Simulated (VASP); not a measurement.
# TiO2 (C2/c) in VASP: single point with r2SCAN+U

Aim: the single point of TiO2 with r2SCAN+U.

All numbers are computed with VASP 6.6.1; they aren't measurements. Logs are shortened: lines on timing, memory, paths and dates and some standing lists are left out, and cuts for length are marked.

**1. The cell of the first run**

It takes space group C2/c (No. 15, monoclinic). Conventional cell: a = 5.518 Å, b = 5.519 Å, c = 5.579 Å, α = 90.00°, β = 118.77°, γ = 90.00°. Within 2.6 Å of Ti (site symmetry 2) lie 6 O at 1.97 to 2.04 Å. O (site symmetry 1) has 3 Ti at 1.97 to 2.04 Å and 2 O at 2.55 Å within 2.6 Å.

**2. Single point, r2SCAN+U, collinear spin**

Contents of POSCAR:

```
TiO2
1.0
    2.7591069643     -2.7597401439      0.0000000000
    2.7591069643      2.7597401439      0.0000000000
   -2.6851819758      0.0000000000      4.8907125897
Ti O
2 4
Direct
    0.1341100000      0.8658900000      0.2500000000
    0.8658900000      0.1341100000      0.7500000000
    0.3312210000      0.0887550000      0.6671490000
    0.6687790000      0.9112450000      0.3328510000
    0.9112450000      0.6687790000      0.8328510000
    0.0887550000      0.3312210000      0.1671490000
```

Contents of INCAR.step1:

```
SYSTEM = TiO2
  PREC = Accurate
  ENCUT = 520
  ISMEAR = 0
  SIGMA = 0.02
  LREAL = .False.
  LASPH = .True.
  NELM = 150
  ISPIN = 2
  MAGMOM = 2.5 2.5 0 0 0 0
  LMAXMIX = 4
  LDAU = .True.
  LDAUTYPE = 2
  LDAUL = 2 -1
  LDAUU = 4 0
  LDAUJ = 0 0
  NBANDS = 37
  GGA = PE
  ALGO = Normal
  EDIFF = 1E-4
  LWAVE = .True.
  LCHARG = .False.
```

Contents of INCAR.step2:

```
SYSTEM = TiO2
  PREC = Accurate
  ENCUT = 520
  EDIFF = 1E-6
  ISMEAR = 0
  SIGMA = 0.02
  LREAL = .False.
  LASPH = .True.
  NELM = 150
  ALGO = Normal
  ISIF = 2
  LWAVE = .False.
  LCHARG = .True.
  ISPIN = 2
  MAGMOM = 2.5 2.5 0 0 0 0
  LORBIT = 11
  LMAXMIX = 4
  LDAU = .True.
  LDAUTYPE = 2
  LDAUL = 2 -1
  LDAUU = 4 0
  LDAUJ = 0 0
  LDAUPRINT = 1
  METAGGA = R2SCAN
  LMIXTAU = .True.
  LELF = .True.
  LVHAR = .True.
  NBANDS = 37
  ISTART = 1
```

Contents of KPOINTS:

```
regular mesh
0
Gamma
  6 6 6
  0 0 0
```

Potentials or basis: VASP PAW PBE potentials, release 64 (Ti_sv, O).

Run with:

```bash
$ cat potpaw_PBE.64/Ti_sv/POTCAR potpaw_PBE.64/O/POTCAR > POTCAR
$ cp INCAR.step1 INCAR
$ mpirun -np 1 vasp_std > vasp.out
$ cp INCAR.step2 INCAR
$ mpirun -np 1 vasp_std > vasp.out
```

OUTCAR:

```text
SYSTEM = TiO2
   PREC = Accurate
   ENCUT = 520
   EDIFF = 1E-6
   ISMEAR = 0
   LREAL = .False.
   LASPH = .True.
   NELM = 150
   ISIF = 2
   ISPIN = 2
   LORBIT = 11
   METAGGA = R2SCAN
   ISTART = 1

 ion  position               nearest neighbor table
   1  0.134  0.866  0.250-   4 1.97   6 1.97   6 2.01   4 2.01   3 2.04   5 2.04
   2  0.866  0.134  0.750-   5 1.97   3 1.97   5 2.01   3 2.01   6 2.04   4 2.04
   3  0.331  0.089  0.667-   2 1.97   2 2.01   1 2.04
   4  0.669  0.911  0.333-   1 1.97   1 2.01   2 2.04
   5  0.911  0.669  0.833-   2 1.97   2 2.01   1 2.04
   6  0.089  0.331  0.167-   1 1.97   1 2.01   2 2.04

  LATTYP: Found a base centered monoclinic cell.
 ALAT       =     5.5182139286
 B/A-ratio  =     1.0002294872
 C/A-ratio  =     1.0110809974
 COS(beta)  =    -0.4812705001

  Lattice vectors:

 A1 = (   2.7591069643,  -2.7597401439,   0.0000000000)
 A2 = (   2.7591069643,   2.7597401439,   0.0000000000)
 A3 = (  -2.6851819758,   0.0000000000,   4.8907125897)

Analysis of symmetry for initial positions (statically):
=====================================================================
 Subroutine PRICEL returns:
 Original cell was already a primitive cell.

 Routine SETGRP: Setting up the symmetry group for a
 base centered monoclinic supercell.

 Subroutine GETGRP returns: Found  4 space group operations
 (whereof  2 operations were pure point group operations)
 out of a pool of  4 trial point group operations.

The static configuration has the point symmetry S_2 .
 The point group associated with its full space group is C_2h.

Analysis of symmetry for dynamics (positions and initial velocities):
=====================================================================
 Subroutine PRICEL returns:
 Original cell was already a primitive cell.

 Routine SETGRP: Setting up the symmetry group for a
 base centered monoclinic supercell.

 Subroutine GETGRP returns: Found  4 space group operations
 (whereof  2 operations were pure point group operations)
 out of a pool of  4 trial point group operations.

The dynamic configuration has the point symmetry S_2 .
 The point group associated with its full space group is C_2h.

Analysis of structural, dynamic, and magnetic symmetry:
=====================================================================
[... 226 lines left out ...]
  o =  0.2312  v = -0.9994 -0.0355 -0.0000  0.0000  0.0000  0.0000  0.0000  0.0000  0.0000  0.0000      0.0000  0.0000  0.0000  0.0000  0.0000  0.0000  0.0000  0.0000  0.0000  0.0000
  o =  0.2333  v =  0.0000 -0.0000  1.0000  0.0009 -0.0023  0.0000  0.0000  0.0000  0.0000  0.0000      0.0000  0.0000  0.0000  0.0000  0.0000  0.0000  0.0000  0.0000  0.0000  0.0000
  o =  0.2333  v =  0.0000  0.0000  0.0000  0.0000  0.0000  0.0000 -0.0000  1.0000  0.0009 -0.0023      0.0000  0.0000  0.0000  0.0000  0.0000  0.0000  0.0000  0.0000  0.0000  0.0000

 number of electron      48.0000004 magnetization       0.0000000

 Free energy of the ion-electron system (eV)
  ---------------------------------------------------
  ext. energy  EPLUGINS =         0.00000000
  ---------------------------------------------------
  free energy    TOTEN  =       -64.53494353 eV

  energy without entropy =      -64.53494353  energy(sigma->0) =      -64.53494353

 E-fermi :   2.5959     XC(G=0): -11.0026

 val. band max:        2.5139214831   @ k =   0.5000   0.5000   0.0000
 cond. band min:       5.4134702888   @ k =   0.0000   0.0000   0.0000
 fundamental gap:      2.8995488057
 Fermi energy:         2.5958756965

 spin component 1

 k-point     1 :       0.0000    0.0000    0.0000
  band No.  band energies     occupation
      1     -57.4897      1.00000
      2     -57.4514      1.00000
      3     -32.7289      1.00000
      4     -32.5595      1.00000
      5     -32.5586      1.00000
      6     -32.5150      1.00000
[... 1865 lines left out ...]
     35      11.0149      0.00000
     36      14.5143      0.00000

 [... further k-points ...]

 [bands above 36 left out]

------------------------ aborting loop because EDIFF is reached ----------------------------------------

  FORCE on cell =-STRESS in cart. coord.  units (eV):
  Direction    XX          YY          ZZ          XY          YZ          ZX
  --------------------------------------------------------------------------------------
  -------------------------------------------------------------------------------------
  Total       -4.3984358     -4.4296127     -5.2515868      0.0000000      0.0000000     -0.0903059
  in kB      -94.6171745    -95.2878382   -112.9697745      0.0000000      0.0000000     -1.9426197
  external PRESSURE =    -100.9582624 kB  Pullay stress =       0.0000000 kB

 VOLUME and BASIS-vectors are now :
 -----------------------------------------------------------------------------
  energy-cutoff  :      520.00
  volume of cell :       74.48
      direct lattice vectors                 reciprocal lattice vectors
     2.759106964 -2.759740144  0.000000000     0.181218056 -0.181176478  0.099495411
     2.759106964  2.759740144  0.000000000     0.181218056  0.181176478  0.099495411
    -2.685181976  0.000000000  4.890712590     0.000000000  0.000000000  0.204469181

 POSITION                                       TOTAL-FORCE (eV/Angst)
 -----------------------------------------------------------------------------------
      2.08781      2.01952      1.22268         0.000000      0.212661      0.000000
      0.74522     -2.01952      3.66803         0.000000     -0.212661      0.000000
     -0.63266     -0.66914      3.26283        -0.039142     -0.010770     -0.413679
      3.46569      0.66914      1.62788         0.039142      0.010770      0.413679
      2.12310     -0.66914      4.07323         0.039142     -0.010770      0.413679
      0.70993      0.66914      0.81748        -0.039142      0.010770     -0.413679
 -----------------------------------------------------------------------------------
    total drift:                               -0.000000     -0.000000      0.000000

  FREE ENERGIE OF THE ION-ELECTRON SYSTEM (eV)
  ---------------------------------------------------
  free  energy   TOTEN  =       -64.5349435340 eV

  energy  without entropy=      -64.5349435340  energy(sigma->0) =      -64.53494353

 total charge

# of ion       s       p       d       tot
------------------------------------------
    1        2.208   6.261   1.440   9.908
    2        2.208   6.261   1.440   9.908
    3        1.570   3.514   0.000   5.084
    4        1.570   3.514   0.000   5.084
    5        1.570   3.514   0.000   5.084
    6        1.570   3.514   0.000   5.084
--------------------------------------------------
tot         10.694  26.577   2.879  40.150

 magnetization (x)

# of ion       s       p       d       tot
------------------------------------------
    1        0.000   0.000   0.000   0.000
    2        0.000   0.000   0.000   0.000
    3       -0.000  -0.000   0.000  -0.000
    4       -0.000  -0.000   0.000  -0.000
    5       -0.000  -0.000   0.000  -0.000
    6       -0.000  -0.000   0.000  -0.000
--------------------------------------------------
tot          0.000  -0.000   0.000   0.000
```

OUTCAR.step1:

```text
SYSTEM = TiO2
   PREC = Accurate
   ENCUT = 520
   ISMEAR = 0
   LREAL = .False.
   LASPH = .True.
   NELM = 150
[... 2143 lines left out ...]
      3.46569      0.66914      1.62788         0.033533      0.008338      0.320104
      2.12310     -0.66914      4.07323         0.033533     -0.008338      0.320104
      0.70993      0.66914      0.81748        -0.033533      0.008338     -0.320104
 -----------------------------------------------------------------------------------
    total drift:                               -0.000000     -0.000000      0.000000

  FREE ENERGIE OF THE ION-ELECTRON SYSTEM (eV)
  ---------------------------------------------------
  free  energy   TOTEN  =       -48.4701294906 eV

  energy  without entropy=      -48.4701294906  energy(sigma->0) =      -48.47012949
```

OSZICAR.step1:

```text
N       E                     dE             d eps       ncg     rms          rms(c)
DAV:   1     0.661659851582E+03    0.66166E+03   -0.23815E+04 10064   0.148E+03
DAV:   2     0.331443492153E+02   -0.62852E+03   -0.57922E+03 10659   0.465E+02
DAV:   3    -0.593762374049E+02   -0.92521E+02   -0.90653E+02 13332   0.173E+02
DAV:   4    -0.657324452504E+02   -0.63562E+01   -0.63328E+01 15223   0.420E+01
DAV:   5    -0.660037725028E+02   -0.27133E+00   -0.27129E+00 12917   0.613E+00    0.360E+01
DAV:   6    -0.482762701620E+02    0.17728E+02   -0.57432E+01 13047   0.791E+01    0.122E+01
DAV:   7    -0.486236374160E+02   -0.34737E+00   -0.91666E+00 10660   0.241E+01    0.781E+00
DAV:   8    -0.485395556903E+02    0.84082E-01   -0.37640E-01 12764   0.429E+00    0.601E+00
DAV:   9    -0.485227070028E+02    0.16849E-01   -0.51761E-01 14225   0.895E+00    0.284E+00
DAV:  10    -0.484725639124E+02    0.50143E-01   -0.15761E-01 12102   0.355E+00    0.102E+00
DAV:  11    -0.484756946380E+02   -0.31307E-02   -0.34876E-02 13618   0.164E+00    0.654E-01
DAV:  12    -0.484706582268E+02    0.50364E-02   -0.11399E-02 12059   0.836E-01    0.313E-01
DAV:  13    -0.484700666710E+02    0.59156E-03   -0.31396E-03 13554   0.466E-01    0.813E-02
DAV:  14    -0.484701294906E+02   -0.62820E-04   -0.32818E-04 10067   0.126E-01
   1 F= -.48470129E+02 E0= -.48470129E+02  d E =-.160542E-26  mag=     0.0000
```

It took 30 min on 1 thread of Oxide Virtual Turin-like, shared host; peak memory 0.37 GiB.

Results:

```
Free energy                                           : -64.5349 eV
Pressure                                              : -10.1 GPa
Largest force                                         : 0.416 eV/Å
Band gap on the k mesh                                : 2.90 eV (least direct gap 3.27 eV)
Net moment                                            : 0.00 μB per cell
Valence electrons inside the program's atomic spheres : Ti 9.91; O 5.08
```

Forces in eV/Å, atoms in the order of the input:
```
Ti   0.000  0.213  0.000
Ti   0.000 -0.213  0.000
O   -0.039 -0.011 -0.414
O    0.039  0.011  0.414
O    0.039 -0.011  0.414
O   -0.039  0.011 -0.414
```

Stress tensor (GPa, compression positive):
```
 -9.46   0.00  -0.19
  0.00  -9.53   0.00
 -0.19   0.00 -11.30
```

Levels at points of the mesh, in eV from the valence-band top:
Spin up:
```tsv
k point	band 21	band 22	band 23	band 24	band 25	band 26	band 27	band 28
(0.00, 0.00, 0.00)	-0.80	-0.80	-0.42	-0.42	2.90	3.57	4.38	4.39
(0.50, 0.00, 0.00)	-1.66	-1.04	-0.85	-0.70	3.92	3.95	4.00	4.27
(0.50, 0.50, 0.00)	-2.07	-1.83	-0.03	0.00	3.93	3.94	4.15	4.43
(0.00, 0.00, 0.50)	-1.34	-1.34	-0.19	-0.19	3.22	3.22	4.35	4.35
(0.50, 0.00, 0.50)	-1.67	-1.05	-0.84	-0.70	3.80	4.05	4.10	4.12
(0.50, 0.50, 0.50)	-1.95	-1.95	-0.02	-0.02	3.93	3.93	4.30	4.30
```
Spin down:
```tsv
k point	band 20	band 21	band 22	band 23	band 24	band 25	band 26	band 27	band 28	band 29
(0.00, 0.00, 0.00)	-0.83	-0.80	-0.80	-0.42	-0.42	2.90	3.57	4.38	4.39	4.48
(0.50, 0.00, 0.00)	-1.82	-1.66	-1.04	-0.85	-0.70	3.92	3.95	4.00	4.27	4.67
(0.50, 0.50, 0.00)	-2.32	-2.07	-1.83	-0.03	0.00	3.93	3.94	4.15	4.43	5.22
(0.00, 0.00, 0.50)	-1.42	-1.34	-1.34	-0.19	-0.19	3.22	3.22	4.35	4.35	4.54
(0.50, 0.00, 0.50)	-1.82	-1.67	-1.05	-0.84	-0.70	3.80	4.05	4.10	4.12	4.74
(0.50, 0.50, 0.50)	-2.46	-1.95	-1.95	-0.02	-0.02	3.93	3.93	4.30	4.30	5.25
```

Eigenvalues of the final occupation matrices:
| site | spin | trace | eigenvalues |
| --- | --- | --- | --- |
| site 1 d | 1 | 0.73 | 0.09 0.09 0.09 0.23 0.23 |
| site 1 d | 2 | 0.73 | 0.09 0.09 0.09 0.23 0.23 |
| site 2 d | 1 | 0.73 | 0.09 0.09 0.09 0.23 0.23 |
| site 2 d | 2 | 0.73 | 0.09 0.09 0.09 0.23 0.23 |

Caveat: the cell stands under tension; the PAW data sets were made with another functional, which shifts forces and pressure a little. A k mesh can miss the band edges.
